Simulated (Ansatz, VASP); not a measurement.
# AlW3 in VASP and in Ansatz

Contents of INCAR:

```
ALGO = Normal
EDIFF = 1E-7
EDIFFG = -0.04
ENCUT = 600
GGA = PE
IBRION = 2
ISIF = 3
ISMEAR = 0
LASPH = T
LCHARG = F
LREAL = F
LWAVE = F
NELM = 80
NSW = 90
PREC = Accurate
SIGMA = 0.1
```

KPOINTS

```
k-points
0
Gamma
  4 4 4
```

The input POSCAR:

```
AlW3
1.0
    3.9453073600      0.0000000000      0.0000000000
    0.0000000000      3.9453073600      0.0000000000
    0.0000000000      0.0000000000      3.9453073600
Al W
1 3
Direct
    0.0000000000      0.0000000000      0.0000000000
    0.5000000000      0.0000000000      0.5000000000
    0.0000000000      0.5000000000      0.5000000000
    0.5000000000      0.5000000000      0.0000000000
```

Input for Ansatz:

```yaml
crystal:
  lattice:
    - [3.94530736, 0.0, 0.0]
    - [0.0, 3.94530736, 0.0]
    - [0.0, 0.0, 3.94530736]
  atoms:
    - { symbol: Al, position: [0.0, 0.0, 0.0] }
    - { symbol: W, position: [0.5, 0.0, 0.5] }
    - { symbol: W, position: [0.0, 0.5, 0.5] }
    - { symbol: W, position: [0.5, 0.5, 0.0] }
basis:
  ecutwfc: 420
kpoints:
  mp_grid: { grid: [4, 4, 4] }
hamiltonian:
  xc: pbe
scf:
  occupations: { method: gaussian, width: 0.1 }
  lower_state_search: "off"
output:
  forces: true
  stress: true
  eigenvalues: true
relax:
  adjacent_minimum: "off"
  f_tol: 0.04
  max_steps: 70
  cell: { stress_tol: 0.4 }
```

Change from the starting cell: species swapped into the GaNi3 type (Pm-3m, No. 221).

Alike in both runs: task relaxation of cell and atoms; functional PBE; k mesh 4 × 4 × 4; occupations gaussian, width 0.1 eV; no spin polarisation.

```csv
,VASP,Ansatz
version,VASP 6.6.1,Ansatz 0.2.0
potentials or method,"VASP PAW PBE potentials, release 64 (Al, W_sv), cutoff 600 eV","scalar-relativistic, plane waves, PAW"
valence electrons in the cell,45,45
```

Ansatz gave:

| Quantity | Value |
| --- | --- |
| gap on the k mesh at the Fermi level, each at its own relaxed structure (eV) | none |
| relaxed volume (Å³/atom) | 15.81 |
| relaxed cell length with the largest relative difference (Å) | 3.984 |

**Question.** What did VASP give for the same quantities?

**Answer.** gap on the k mesh at the Fermi level, each at its own relaxed structure (eV): none; relaxed volume (Å³/atom): 15.85; relaxed cell length with the largest relative difference (Å): 3.987.

A gap of «none» marks a metal or a gap that the smearing closes.

The k mesh is coarse, so the values compare programs but aren't converged. Neither program's run includes spin-orbit coupling.
